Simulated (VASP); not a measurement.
# LiTi8O16 (a cell with a defect) in VASP: further runs

LiTi8O16 (a cell with a defect) is run at these levels: PBE; tasks: single point.

All numbers are computed with VASP 6.6.1; they aren't measurements. Logs are shortened: lines on timing, memory, paths and dates and some standing lists are left out, and cuts for length are marked.

## Step 1: The cell of the first run

The cell holds a defect, 25 atoms: a = 7.597 Å, b = 7.597 Å, c = 5.545 Å, α = 110.03°, β = 110.03°, γ = 90.00°.

## Step 2: Single point, PBE

INCAR reads:

```
PREC     = Accurate       # precision mode
ENCUT    = 650            # plane-wave cutoff, eV
EDIFF    = 1E-6           # SCF threshold, eV
ISMEAR   = -1             # smearing method
SIGMA    = 0.01           # smearing width, eV
LREAL    = Auto         
LASPH    = T              # aspherical terms in the spheres
NELM     = 120            # most SCF steps
ALGO     = Normal         # electronic algorithm
ISIF     = 2              # what is computed and relaxed
LWAVE    = F              # write WAVECAR
LCHARG   = F              # write CHGCAR
GGA      = PE             # functional
NBANDS   = 116            # bands
NELECT   = 194.0        
GGA_COMPAT= F            
ISYM     = -1
```

KPOINTS reads:

```
explicit points
1
Reciprocal
  0.25000000   0.25000000   0.25000000 1
```

POSCAR reads:

```
LiTi8O16
1.0
    0.0000000000     -7.5970067500      0.0000000000
    7.5970067500      0.0000000000      0.0000000000
   -1.8992516900      1.8992516900      4.8515712600
Ti O Li
8 16 1
Direct
   -0.0083107923     -0.0025341549     -0.0041280996
    0.3782245489      0.1206226612      0.4934662414
   -0.0090243323      0.5076676801     -0.0064729520
    0.3751968775      0.6238277605      0.4913117060
    0.5017237569     -0.0031475868     -0.0067950941
    0.8743884654      0.1235298345      0.4956110830
    0.5014857701      0.5072614568     -0.0080947375
    0.8757333987      0.6234295280      0.4938148339
    0.4661792053      0.2283070456      0.9057829486
    0.1022518227      0.0979942499      0.4110140243
    0.2702423451      0.0331565566      0.0806899892
    0.4009705703      0.3966732085      0.5766498945
    0.4701033167      0.7293665856      0.9073057813
    0.1010864896      0.6011788874      0.4039807813
    0.2699479574      0.5157610753      0.0774410256
    0.4019282161      0.8964641457      0.5811240739
    0.9822012256      0.2289626689      0.9097315848
    0.6021097235      0.0969382276      0.4057604879
    0.7693871737      0.0281396921      0.0800616529
    0.8977302439      0.3977033965      0.5833304462
    0.9755177771      0.7298295573      0.9095723522
    0.6016246220      0.6008546667      0.4022171638
    0.7690580415      0.5241454933      0.0778288792
    0.8977128644      0.8972901786      0.5852066414
    0.2458789147      0.2514780177      0.9905914856
```

Potentials or basis: VASP PAW PBE potentials, release 64 (Ti_sv, O, Li_sv).

On the command line:

```sh
> cat potpaw_PBE.64/Ti_sv/POTCAR potpaw_PBE.64/O/POTCAR potpaw_PBE.64/Li_sv/POTCAR > POTCAR
> mpirun -np 1 vasp_std > vasp.out
```

OUTCAR:

```text
PREC = Accurate
   ENCUT = 650
   EDIFF = 1E-6
   ISMEAR = -1
   LREAL = Auto
   LASPH = T
   NELM = 120
   ISIF = 2
   GGA = PE
   NELECT = 194.0
   ISYM = -1

 ion  position               nearest neighbor table
   1  0.992  0.997  0.996-  19 1.89  21 1.92  17 1.97  24 1.99  11 2.00  10 2.01  25 2.74
   2  0.378  0.121  0.493-  18 1.92  16 1.92  12 1.98  10 1.98   9 2.00  11 2.01
   3  0.991  0.508  0.994-  23 1.89  21 1.89  20 1.99  14 1.99  17 2.00  15 2.00  25 2.75
   4  0.375  0.624  0.491-  12 1.93  22 1.94  16 1.95  14 1.96  15 2.01  13 2.02
   5  0.502  0.997  0.993-  13 1.92  19 1.92   9 1.97  11 1.97  16 2.00  18 2.00  25 2.74
   6  0.874  0.124  0.496-  10 1.94  24 1.94  18 1.95  20 1.96  17 2.01  19 2.02
   7  0.501  0.507  0.992-  13 1.89  23 1.92  15 1.97  22 1.99   9 2.00  12 2.02  25 2.74
   8  0.876  0.623  0.494-  14 1.93  20 1.93  24 1.96  22 1.96  21 2.02  23 2.02
   9  0.466  0.228  0.906-  25 1.88   5 1.97   7 2.00   2 2.00
  10  0.102  0.098  0.411-   6 1.94   2 1.98   1 2.01
  11  0.270  0.033  0.081-  25 1.88   5 1.97   1 2.00   2 2.01
  12  0.401  0.397  0.577-   4 1.93   2 1.98   7 2.02
  13  0.470  0.729  0.907-   7 1.89   5 1.92   4 2.02
  14  0.101  0.601  0.404-   8 1.93   4 1.96   3 1.99
  15  0.270  0.516  0.077-  25 1.89   7 1.97   3 2.00   4 2.01
  16  0.402  0.896  0.581-   2 1.92   4 1.95   5 2.00
  17  0.982  0.229  0.910-  25 1.89   1 1.97   3 2.00   6 2.01
  18  0.602  0.097  0.406-   2 1.92   6 1.95   5 2.00
  19  0.769  0.028  0.080-   1 1.89   5 1.92   6 2.02
  20  0.898  0.398  0.583-   8 1.93   6 1.96   3 1.99
  21  0.976  0.730  0.910-   3 1.89   1 1.92   8 2.02
  22  0.602  0.601  0.402-   4 1.94   8 1.96   7 1.99
  23  0.769  0.524  0.078-   3 1.89   7 1.92   8 2.02
  24  0.898  0.897  0.585-   6 1.94   8 1.96   1 1.99
  25  0.246  0.251  0.991-   9 1.88  11 1.88  15 1.89  17 1.89   5 2.74   7 2.74   1 2.74   3 2.75

IMPORTANT INFORMATION: All symmetrisations will be switched off!
NOSYMM: (Re-)initialisation of all symmetry stuff for point group C_1.

----------------------------------------------------------------------------------------

                                     Primitive cell

  volume of cell :     280.0061

  direct lattice vectors                    reciprocal lattice vectors
     0.000000000 -7.597006750  0.000000000     0.000000000 -0.131630790  0.051529698
     7.597006750  0.000000000  0.000000000     0.131630790  0.000000000  0.051529698
    -1.899251690  1.899251690  4.851571260     0.000000000  0.000000000  0.206118790

  length of vectors
     7.597006750  7.597006750  5.545453783     0.141357613  0.141357613  0.206118790

  position of ions in fractional coordinates (direct lattice)
     0.991689208  0.997465845  0.995871900
     0.378224549  0.120622661  0.493466241
     0.990975668  0.507667680  0.993527048
     0.375196878  0.623827760  0.491311706
     0.501723757  0.996852413  0.993204906
     0.874388465  0.123529834  0.495611083
[... 17 lines left out ...]
     0.897712864  0.897290179  0.585206641
     0.245878915  0.251478018  0.990591486

  ion indices of the primitive-cell ions
   primitive index   ion index
                 1           1
                 2           2
                 3           3
                 4           4
                 5           5
                 6           6
[... 17 lines left out ...]
                24          24
                25          25

----------------------------------------------------------------------------------------

 KPOINTS: explicit points

Read explicit list of k-points.

 Found      1 k-points:

 Following reciprocal coordinates:
            Coordinates               Weight
  0.250000  0.250000  0.250000      1.000000
   k-points           NKPTS =      1   k-points in BZ     NKDIM =      1   number of bands    NBANDS=    116
   number of dos      NEDOS =    301   number of ions     NIONS =     25
   total plane-waves  NPLWV = 196608
   dimension x,y,z NGX =    64 NGY =   64 NGZ =   48
   dimension x,y,z NGXF=   128 NGYF=  128 NGZF=   96
   ions per type =               8  16   1
   NGX,Y,Z   is equivalent  to a cutoff of  14.01, 14.01, 14.39 a.u.
   NGXF,Y,Z  is equivalent  to a cutoff of  28.01, 28.01, 28.78 a.u.
 SYSTEM =  unknown system
   PREC   = accura    normal or accurate (medium, high low for compatibility)
   ISTART =      0    job   : 0-new  1-cont  2-samecut
   ICHARG =      2    charge: 1-file 2-atom 10-const
   ISPIN  =      1    spin polarized calculation?
   LNONCOLLINEAR =      F non collinear calculations
   LSORBIT =      F    spin-orbit coupling
   LASPH  =      T    aspherical Exc in radial PAW
   ENCUT  =  650.0 eV  47.77 Ry    6.91 a.u.  15.79 15.79 11.53*2*pi/ulx,y,z
   NELM   =    120;   NELMIN=  2; NELMDL= -5     # of ELM steps
   EDIFF  = 0.1E-05   stopping-criterion for ELM
   LREAL  =      T    real-space projection
   EDIFFG = 0.1E-04   stopping-criterion for IOM
   NSW    =      0    number of steps for IOM
   IBRION =     -1    ionic relax: 0-MD 1-quasi-New 2-CG
   NFREE  =      0    steps in history (QN), initial steepest desc. (CG)
   ISIF   =      2    stress and relaxation
   ISYM   =     -1    0-nonsym 1-usesym 2-fastsym
   POTIM  = 0.5000    time-step for ionic-motion
   TEBEG  =    0.0;   TEEND  =   0.0 temperature during run
   PSTRESS=    0.0 pullay stress
   NELECT =     194.0000    total number of electrons
   NUPDOWN=      -1.0000    fix difference up-down
   EMIN   =  10.00;   EMAX   =-10.00  energy-range for DOS
   EFERMI =   0.00;   METHOD = LEGACY
   ISMEAR =    -1;   SIGMA  =   0.01  broadening in eV -4-tet -1-fermi 0-gaus
   EFERMI_NEDOS =   21; number of points for ismear=-14 and -15
   IALGO  =     38    algorithm
   IMIX   =      4    mixing-type and parameters
     AMIX     =   0.40;   BMIX     =  1.00
     AMIX_MAG =   1.60;   BMIX_MAG =  1.00
  volume/ion in A,a.u.               =      11.20        75.58
  Fermi-wavevector in a.u.,A,eV,Ry     =   1.448615  2.737485 28.551621  2.098485
  Thomas-Fermi vector in A             =   2.566436
   LORBIT       =      0    0 simple, 1 ext, 2 COOP (PROOUT), +10 PAW based schemes
   GGA     = PE    functional components
   LHFCALC =     F    Hartree Fock is set to
   AEXX    =    0.0000 exact exchange contribution
   IVDW    =     0    specifies the selected vdW correction
   LEPSILON=     F    determine dielectric tensor
   LRPA    =     F    only Hartree local field effects (RPA)
 non-spin polarized calculation
  energy-cutoff  :      650.00
  volume of cell :      280.01
 maximum number of plane-waves:     10548
 NGX is ok and might be reduce to    64
   NGX = 31   NGY = 31   NGZ = 23

 number of electron     194.0000000 magnetization

 Free energy of the ion-electron system (eV)
  ---------------------------------------------------
  ext. energy  EPLUGINS =         0.00000000
  ---------------------------------------------------
  free energy    TOTEN  =      -225.01155464 eV

  energy without entropy =     -225.01155464  energy(sigma->0) =     -225.01155464

 E-fermi :   3.4894     XC(G=0): -10.6580

 val. band max:        3.1876850253   @ k =   0.2500   0.2500   0.2500
 cond. band min:       6.0719455274   @ k =   0.2500   0.2500   0.2500
 fundamental gap:      2.8842605022
 Fermi energy:         3.4894120861

 k-point     1 :       0.2500    0.2500    0.2500
  band No.  band energies     occupation
      1     -53.1125      2.00000
      2     -53.0809      2.00000
      3     -53.0756      2.00000
      4     -53.0641      2.00000
      5     -53.0587      2.00000
      6     -53.0555      2.00000
[... 101 lines left out ...]
    108       6.8674      0.00000
    109       6.8709      0.00000
 [bands above 109 left out]

------------------------ aborting loop because EDIFF is reached ----------------------------------------

  FORCE on cell =-STRESS in cart. coord.  units (eV):
  Direction    XX          YY          ZZ          XY          YZ          ZX
  --------------------------------------------------------------------------------------
  -------------------------------------------------------------------------------------
  Total       -4.5258519     -4.3697864     -7.4979935     -0.6137030      1.1320410     -1.1016195
  in kB      -25.8966438    -25.0036464    -42.9030537     -3.5115703      6.4774685     -6.3033982
  external PRESSURE =     -31.2677813 kB  Pullay stress =       0.0000000 kB

 VOLUME and BASIS-vectors are now :
 -----------------------------------------------------------------------------
  energy-cutoff  :      650.00
  volume of cell :      280.01
      direct lattice vectors                 reciprocal lattice vectors
     0.000000000 -7.597006750  0.000000000     0.000000000 -0.131630790  0.051529698
     7.597006750  0.000000000  0.000000000     0.131630790  0.000000000  0.051529698
    -1.899251690  1.899251690  4.851571260     0.000000000  0.000000000  0.206118790

 POSITION                                       TOTAL-FORCE (eV/Angst)
 -----------------------------------------------------------------------------------
      5.68634     -5.64246      4.83154         0.015451     -0.021672      0.007134
     -0.02085     -1.93616      2.39409        -0.001659     -0.019463     -0.005361
      1.96980     -5.64149      4.82017        -0.012181     -0.018176     -0.009950
      3.80610     -1.91725      2.38363         0.029822      0.007081     -0.018368
      5.68675     -1.92525      4.81860        -0.008740      0.017047     -0.009249
     -0.00283     -5.70144      2.40449         0.010097     -0.012715     -0.015330
[... 17 lines left out ...]
      5.70526     -5.70848      2.83917        -0.007588     -0.001441     -0.010771
      0.02910      0.01344      4.80593        -0.005140      0.002932      0.007034
 -----------------------------------------------------------------------------------
    total drift:                                0.026561     -0.072859     -0.139074

  FREE ENERGIE OF THE ION-ELECTRON SYSTEM (eV)
  ---------------------------------------------------
  free  energy   TOTEN  =      -225.0115546383 eV

  energy  without entropy=     -225.0115546383  energy(sigma->0) =     -225.01155464
```

Run time: 2.4 min. Hardware: 1 thread of Intel Xeon Platinum 8375C at 2.90GHz (Ice Lake), shared host; peak memory 0.45 GiB.

What came out:

```
Free energy   : -225.0116 eV
Largest force : 0.036 eV/Å
```

Forces on the atoms (eV/Å):
```
Ti   0.015 -0.022  0.007
Ti  -0.002 -0.019 -0.005
Ti  -0.012 -0.018 -0.010
Ti   0.030  0.007 -0.018
Ti  -0.009  0.017 -0.009
Ti   0.010 -0.013 -0.015
Ti  -0.015 -0.001 -0.002
Ti   0.004  0.007 -0.035
O    0.007 -0.003  0.025
O   -0.001  0.002  0.020
O   -0.006  0.007 -0.003
O   -0.008  0.006 -0.008
O    0.008  0.002  0.018
O   -0.002 -0.013  0.024
O    0.012  0.024 -0.010
O   -0.006  0.002 -0.015
O    0.006  0.013  0.015
O   -0.005 -0.006  0.024
O    0.003  0.009 -0.014
O   -0.011  0.003 -0.019
O   -0.001  0.006  0.020
O   -0.002 -0.011  0.027
O   -0.004  0.000 -0.011
O   -0.008 -0.001 -0.011
Li  -0.005  0.003  0.007
```

Caveat: the cell carries a net charge on a neutralising background, which shifts energy and pressure; the cell is charged against a uniform background, so pressure and absolute levels hang on convention.

(Continued in part 2 of 2.)
